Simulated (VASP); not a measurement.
# MgSnI2 (P4/mmm) in VASP: single point with PBE

Aim: the single point of MgSnI2 with PBE.

Everything below comes from runs of VASP 6.6.1. Logs are shortened: lines on timing, memory, paths and dates and some standing lists are left out, and cuts for length are marked.

**1. The cell of the first run**

Symmetry: P4/mmm, No. 123, tetragonal system. Conventional cell: a = 5.401 Å, b = 5.401 Å, c = 3.819 Å, α = 90.00°, β = 90.00°, γ = 90.00°. Mg (site symmetry 4/mmm) has 8 I at 3.31 Å and 4 Sn at 3.82 Å and 2 Mg at 3.82 Å within 4.3 Å. Sn (site symmetry 4/mmm) has 8 I at 3.31 Å and 4 Mg at 3.82 Å and 2 Sn at 3.82 Å within 4.3 Å. Within 4.3 Å of I (site symmetry mmm) lie 4 Mg at 3.31 Å and 4 Sn at 3.31 Å and 6 I at 3.82 Å.

**2. Single point, PBE**

File INCAR:

```
PREC     = Accurate       # precision mode
ENCUT    = 520            # plane-wave cutoff, eV
EDIFF    = 1E-6           # SCF threshold, eV
ISMEAR   = 0              # smearing method
SIGMA    = 0.1            # smearing width, eV
LREAL    = F              # projectors in reciprocal space
LASPH    = T              # aspherical terms in the spheres
NELM     = 100            # most SCF steps
ALGO     = Normal         # electronic algorithm
ISIF     = 2              # what is computed and relaxed
LWAVE    = F              # write WAVECAR
LCHARG   = F              # write CHGCAR
GGA      = PE             # functional
NBANDS   = 23             # bands
```

File KPOINTS:

```
Automatic mesh
0
Gamma
  4 4 4
```

File POSCAR:

```
MgSnI2
1.0
    5.4011504200      0.0000000000      0.0000000000
    0.0000000000      5.4011504200      0.0000000000
    0.0000000000      0.0000000000      3.8191900900
Mg Sn I
1 1 2
Direct
    0.5000000000      0.5000000000      0.0000000000
    0.0000000000      0.0000000000      0.0000000000
    0.5000000000      0.0000000000      0.5000000000
    0.0000000000      0.5000000000      0.5000000000
```

Potentials or basis: VASP PAW PBE potentials, release 64 (Mg, Sn_d, I).

Command:

```console
> cat potpaw_PBE.64/Mg/POTCAR potpaw_PBE.64/Sn_d/POTCAR potpaw_PBE.64/I/POTCAR > POTCAR
> mpirun -np 1 vasp_std > vasp.out
```

OUTCAR:

```text
PREC = Accurate
   ENCUT = 520
   EDIFF = 1E-6
   ISMEAR = 0
   LREAL = F
   LASPH = T
   NELM = 100
   ISIF = 2
   GGA = PE

 ion  position               nearest neighbor table
   1  0.500  0.500  0.000-   3 3.31   4 3.31   3 3.31   4 3.31   3 3.31   3 3.31   4 3.31   4 3.31

   2  0.000  0.000  0.000-   3 3.31   4 3.31   3 3.31   4 3.31   4 3.31   4 3.31   3 3.31   3 3.31

   3  0.500  0.000  0.500-   1 3.31   2 3.31   1 3.31   2 3.31   1 3.31   1 3.31   2 3.31   2 3.31

   4  0.000  0.500  0.500-   1 3.31   2 3.31   1 3.31   2 3.31   2 3.31   2 3.31   1 3.31   1 3.31

  LATTYP: Found a simple tetragonal cell.
 ALAT       =     5.4011504200
 C/A-ratio  =     0.7071067815

  Lattice vectors:

 A1 = (   5.4011504200,   0.0000000000,   0.0000000000)
 A2 = (   0.0000000000,   5.4011504200,   0.0000000000)
 A3 = (   0.0000000000,   0.0000000000,   3.8191900900)

Analysis of symmetry for initial positions (statically):
=====================================================================
 Subroutine PRICEL returns:
 Original cell was already a primitive cell.

 Routine SETGRP: Setting up the symmetry group for a
 simple tetragonal supercell.

 Subroutine GETGRP returns: Found 16 space group operations
 (whereof 16 operations were pure point group operations)
 out of a pool of 16 trial point group operations.

The static configuration has the point symmetry D_4h.

Analysis of symmetry for dynamics (positions and initial velocities):
=====================================================================
 Subroutine PRICEL returns:
 Original cell was already a primitive cell.

 Routine SETGRP: Setting up the symmetry group for a
 simple tetragonal supercell.

 Subroutine GETGRP returns: Found 16 space group operations
 (whereof 16 operations were pure point group operations)
 out of a pool of 16 trial point group operations.

The dynamic configuration has the point symmetry D_4h.

 Subroutine INISYM returns: Found 16 space group operations
 (whereof 16 operations are pure point group operations),
 and found     1 'primitive' translations

----------------------------------------------------------------------------------------

                                     Primitive cell

  volume of cell :     111.4150

  direct lattice vectors                    reciprocal lattice vectors
     5.401150420  0.000000000  0.000000000     0.185145742  0.000000000  0.000000000
     0.000000000  5.401150420  0.000000000     0.000000000  0.185145742  0.000000000
     0.000000000  0.000000000  3.819190090     0.000000000  0.000000000  0.261835619

  length of vectors
     5.401150420  5.401150420  3.819190090     0.185145742  0.185145742  0.261835619

  position of ions in fractional coordinates (direct lattice)
     0.500000000  0.500000000  0.000000000
     0.000000000  0.000000000  0.000000000
     0.500000000  0.000000000  0.500000000
     0.000000000  0.500000000  0.500000000

  ion indices of the primitive-cell ions
   primitive index   ion index
                 1           1
                 2           2
                 3           3
                 4           4

----------------------------------------------------------------------------------------

 KPOINTS: Automatic mesh

Automatic generation of k-mesh.
 Grid dimensions read from file:
 generate k-points for:    4    4    4

 Generating k-lattice:

  Cartesian coordinates                     Fractional coordinates (reciprocal lattice)
     0.046286435  0.000000000  0.000000000     0.250000000  0.000000000  0.000000000
     0.000000000  0.046286435  0.000000000     0.000000000  0.250000000  0.000000000
     0.000000000  0.000000000  0.065458905     0.000000000  0.000000000  0.250000000

  Length of vectors
     0.046286435  0.046286435  0.065458905

  Shift w.r.t. Gamma in fractional coordinates (k-lattice)
     0.000000000  0.000000000  0.000000000

 Subroutine IBZKPT returns following result:
 ===========================================

 Found     18 irreducible k-points:

 Following reciprocal coordinates:
            Coordinates               Weight
  0.000000  0.000000  0.000000      1.000000
  0.250000  0.000000  0.000000      4.000000
  0.500000  0.000000  0.000000      2.000000
  0.250000  0.250000  0.000000      4.000000
  0.500000  0.250000  0.000000      4.000000
  0.500000  0.500000  0.000000      1.000000
[... 10 lines left out ...]
  0.500000  0.250000  0.500000      4.000000
  0.500000  0.500000  0.500000      1.000000
   k-points           NKPTS =     18   k-points in BZ     NKDIM =     18   number of bands    NBANDS=     23
   number of dos      NEDOS =    301   number of ions     NIONS =      4
   total plane-waves  NPLWV =  44800
   dimension x,y,z NGX =    40 NGY =   40 NGZ =   28
   dimension x,y,z NGXF=    80 NGYF=   80 NGZF=   56
   ions per type =               1   1   2
   NGX,Y,Z   is equivalent  to a cutoff of  12.31, 12.31, 12.19 a.u.
   NGXF,Y,Z  is equivalent  to a cutoff of  24.62, 24.62, 24.38 a.u.
 SYSTEM =  unknown system
   PREC   = accura    normal or accurate (medium, high low for compatibility)
   ISTART =      0    job   : 0-new  1-cont  2-samecut
   ICHARG =      2    charge: 1-file 2-atom 10-const
   ISPIN  =      1    spin polarized calculation?
   LNONCOLLINEAR =      F non collinear calculations
   LSORBIT =      F    spin-orbit coupling
   LASPH  =      T    aspherical Exc in radial PAW
   ENCUT  =  520.0 eV  38.22 Ry    6.18 a.u.  10.04 10.04  7.10*2*pi/ulx,y,z
   NELM   =    100;   NELMIN=  2; NELMDL= -5     # of ELM steps
   EDIFF  = 0.1E-05   stopping-criterion for ELM
   LREAL  =      F    real-space projection
   EDIFFG = 0.1E-04   stopping-criterion for IOM
   NSW    =      0    number of steps for IOM
   IBRION =     -1    ionic relax: 0-MD 1-quasi-New 2-CG
   NFREE  =      0    steps in history (QN), initial steepest desc. (CG)
   ISIF   =      2    stress and relaxation
   ISYM   =      2    0-nonsym 1-usesym 2-fastsym
   POTIM  = 0.5000    time-step for ionic-motion
   TEBEG  =    0.0;   TEEND  =   0.0 temperature during run
   PSTRESS=    0.0 pullay stress
   NELECT =      30.0000    total number of electrons
   NUPDOWN=      -1.0000    fix difference up-down
   EMIN   =  10.00;   EMAX   =-10.00  energy-range for DOS
   EFERMI =   0.00;   METHOD = LEGACY
   ISMEAR =     0;   SIGMA  =   0.10  broadening in eV -4-tet -1-fermi 0-gaus
   EFERMI_NEDOS =   21; number of points for ismear=-14 and -15
   IALGO  =     38    algorithm
   IMIX   =      4    mixing-type and parameters
     AMIX     =   0.40;   BMIX     =  1.00
     AMIX_MAG =   1.60;   BMIX_MAG =  1.00
  volume/ion in A,a.u.               =      27.85       187.97
  Fermi-wavevector in a.u.,A,eV,Ry     =   1.057144  1.997712 15.205225  1.117553
  Thomas-Fermi vector in A             =   2.192406
   LORBIT       =      0    0 simple, 1 ext, 2 COOP (PROOUT), +10 PAW based schemes
   GGA     = PE    functional components
   LHFCALC =     F    Hartree Fock is set to
   AEXX    =    0.0000 exact exchange contribution
   IVDW    =     0    specifies the selected vdW correction
   LEPSILON=     F    determine dielectric tensor
   LRPA    =     F    only Hartree local field effects (RPA)
 non-spin polarized calculation
 Gauss-broadening in eV      SIGMA  =   0.10
  energy-cutoff  :      520.00
  volume of cell :      111.42
 maximum number of plane-waves:      3032
   NGX = 21   NGY = 21   NGZ = 15

 number of electron      30.0000004 magnetization

 Free energy of the ion-electron system (eV)
  ---------------------------------------------------
  ext. energy  EPLUGINS =         0.00000000
  ---------------------------------------------------
  free energy    TOTEN  =        -8.59419826 eV

  energy without entropy =       -8.58840816  energy(sigma->0) =       -8.59130321

 E-fermi :   7.3667     XC(G=0):  -9.5951

 val. band max:        7.2649208094   @ k =   0.2500   0.0000   0.5000
 cond. band min:       7.3774283317   @ k =   0.5000   0.0000   0.0000
 fundamental gap:      0.1125075223
 Fermi energy:         7.3666849309

 k-point     1 :       0.0000    0.0000    0.0000
  band No.  band energies     occupation
      1     -14.7732      2.00000
      2     -14.7676      2.00000
      3     -14.7644      2.00000
      4     -14.7468      2.00000
      5     -14.7468      2.00000
      6      -7.8068      2.00000
[... 15 lines left out ...]
     22      13.5091      0.00000
     23      13.5091      0.00000

 k-point     2 :       0.2500    0.0000    0.0000
  band No.  band energies     occupation
      1     -14.7719      2.00000
      2     -14.7675      2.00000
      3     -14.7646      2.00000
      4     -14.7473      2.00000
      5     -14.7468      2.00000
      6      -7.6403      2.00000
[... 15 lines left out ...]
     22      13.1587      0.00000
     23      13.2119      0.00000

 k-point     3 :       0.5000    0.0000    0.0000
  band No.  band energies     occupation
      1     -14.7707      2.00000
      2     -14.7673      2.00000
      3     -14.7648      2.00000
      4     -14.7478      2.00000
      5     -14.7468      2.00000
      6      -7.2490      2.00000
[... 15 lines left out ...]
     22      12.7675      0.00000
     23      12.9832      0.00000

 k-point     4 :       0.2500    0.2500    0.0000
  band No.  band energies     occupation
      1     -14.7705      2.00000
      2     -14.7674      2.00000
      3     -14.7648      2.00000
      4     -14.7473      2.00000
      5     -14.7473      2.00000
      6      -7.5012      2.00000
[... 15 lines left out ...]
     22      12.3962      0.00000
     23      13.2984      0.00000

 k-point     5 :       0.5000    0.2500    0.0000
  band No.  band energies     occupation
      1     -14.7693      2.00000
      2     -14.7673      2.00000
      3     -14.7650      2.00000
      4     -14.7478      2.00000
      5     -14.7473      2.00000
      6      -7.1886      2.00000
[... 15 lines left out ...]
     22      11.9196      0.00000
     23      11.9565      0.00000

 k-point     6 :       0.5000    0.5000    0.0000
  band No.  band energies     occupation
      1     -14.7679      2.00000
      2     -14.7672      2.00000
      3     -14.7652      2.00000
      4     -14.7478      2.00000
      5     -14.7478      2.00000
      6      -7.1240      2.00000
[... 15 lines left out ...]
     22      11.6506      0.00000
     23      11.6506      0.00000

 k-point     7 :       0.0000    0.0000    0.2500
  band No.  band energies     occupation
      1     -14.7705      2.00000
      2     -14.7637      2.00000
      3     -14.7552      2.00000
      4     -14.7552      2.00000
      5     -14.7461      2.00000
      6      -7.5008      2.00000
[... 197 lines left out ...]
     22      12.6354      0.00000
     23      14.5561      0.00000

 k-point    15 :       0.5000    0.0000    0.5000
  band No.  band energies     occupation
      1     -14.7669      2.00000
      2     -14.7665      2.00000
      3     -14.7634      2.00000
      4     -14.7632      2.00000
      5     -14.7242      2.00000
      6      -6.6704      2.00000
[... 15 lines left out ...]
     22      13.9350      0.00000
     23      14.1990      0.00000

 k-point    16 :       0.2500    0.2500    0.5000
  band No.  band energies     occupation
      1     -14.7664      2.00000
      2     -14.7652      2.00000
      3     -14.7651      2.00000
      4     -14.7632      2.00000
      5     -14.7242      2.00000
      6      -6.8731      2.00000
[... 15 lines left out ...]
     22      13.1822      0.00000
     23      14.8679      0.00000

 k-point    17 :       0.5000    0.2500    0.5000
  band No.  band energies     occupation
      1     -14.7668      2.00000
      2     -14.7657      2.00000
      3     -14.7651      2.00000
      4     -14.7633      2.00000
      5     -14.7240      2.00000
      6      -6.6264      2.00000
[... 15 lines left out ...]
     22      12.8020      0.00000
     23      12.8900      0.00000

 k-point    18 :       0.5000    0.5000    0.5000
  band No.  band energies     occupation
      1     -14.7667      2.00000
      2     -14.7667      2.00000
      3     -14.7649      2.00000
      4     -14.7634      2.00000
      5     -14.7238      2.00000
      6      -6.5809      2.00000
[... 15 lines left out ...]
     22      12.9971      0.00000
     23      12.9971      0.00000

------------------------ aborting loop because EDIFF is reached ----------------------------------------

  FORCE on cell =-STRESS in cart. coord.  units (eV):
  Direction    XX          YY          ZZ          XY          YZ          ZX
  --------------------------------------------------------------------------------------
  -------------------------------------------------------------------------------------
  Total        2.5672271      2.5672271      3.1873450      0.0000000     -0.0000000      0.0000000
  in kB       36.9173958     36.9173958     45.8348531      0.0000000     -0.0000000      0.0000000
  external PRESSURE =      39.8898816 kB  Pullay stress =       0.0000000 kB

 VOLUME and BASIS-vectors are now :
 -----------------------------------------------------------------------------
  energy-cutoff  :      520.00
  volume of cell :      111.42
      direct lattice vectors                 reciprocal lattice vectors
     5.401150420  0.000000000  0.000000000     0.185145742  0.000000000  0.000000000
     0.000000000  5.401150420  0.000000000     0.000000000  0.185145742  0.000000000
     0.000000000  0.000000000  3.819190090     0.000000000  0.000000000  0.261835619

 POSITION                                       TOTAL-FORCE (eV/Angst)
 -----------------------------------------------------------------------------------
      2.70058      2.70058      0.00000         0.000000      0.000000      0.000000
      0.00000      0.00000      0.00000         0.000000      0.000000      0.000000
      2.70058      0.00000      1.90960         0.000000      0.000000      0.000000
      0.00000      2.70058      1.90960         0.000000      0.000000      0.000000
 -----------------------------------------------------------------------------------
    total drift:                               -0.000000      0.000000     -0.000000

  FREE ENERGIE OF THE ION-ELECTRON SYSTEM (eV)
  ---------------------------------------------------
  free  energy   TOTEN  =        -8.5941982600 eV

  energy  without entropy=       -8.5884081555  energy(sigma->0) =       -8.59130321
```

Run time: 27 s. Hardware: 1 thread of Intel Xeon Platinum 8259CL at 2.50GHz (Skylake/Cascade Lake), shared host; peak memory 0.22 GiB.

What came out:

* Free energy: -8.5942 eV
* Pressure: 4.0 GPa
* Band gap on the k mesh: zero (band 15 reaches 8.01 eV, above the bottom of band 16 at 5.85 eV)

Stress tensor (GPa, compression positive):
```
3.69 0.00 0.00
0.00 3.69 0.00
0.00 0.00 4.58
```

Caveat: the k points lie up to 0.41 Å⁻¹ apart; spin-orbit coupling is left out, which moves the levels of the heavy elements.
